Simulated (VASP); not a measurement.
# BeS (rocksalt type): single point with LDA

BeS (rocksalt type):

```
Be S
1.0
     0.00000    2.02252    2.02252
     2.02252    0.00000    2.02252
     2.02252    2.02252    0.00000
Be S
1 1
Direct
  0.00000 0.00000 0.00000
  0.50000 0.50000 0.50000
```

```json
{
 "Program": "VASP 6.6.1",
 "Task": "single point",
 "Functional": "LDA",
 "Potentials or basis": "VASP PAW LDA potentials, release 64 (Be, S)",
 "Cutoff": "600 eV",
 "k mesh": "17 × 17 × 17",
 "Occupations": "tetrahedron",
 "Spin": "no spin polarisation",
 "Dipole correction": "no",
 "Further INCAR settings": "ALGO = Normal; EDIFF = 1e-06; NBANDS = 11"
}
```

| Quantity | Value |
| --- | --- |
| Pressure | 82.5 GPa |
| Band gap on the k mesh | 1.10 eV, indirect (least direct gap 3.57 eV) |

Levels at points of the mesh, in eV from the valence-band top:
| k point | band 1 | band 2 | band 3 | band 4 | band 5 | band 6 | band 7 | band 8 | band 9 |
| --- | --- | --- | --- | --- | --- | --- | --- | --- | --- |
| (0.00, 0.00, 0.00) | -19.49 | -0.56 | -0.56 | -0.56 | 7.92 | 7.92 | 7.92 | 11.26 | 11.49 |

It took 29 s on 1 thread of Intel Xeon 8259CL, with other jobs on the host, peak memory 0.15 GiB.

A k mesh can miss the band edges. A hybrid or GW would open this gap; LDA tends to underestimate it.
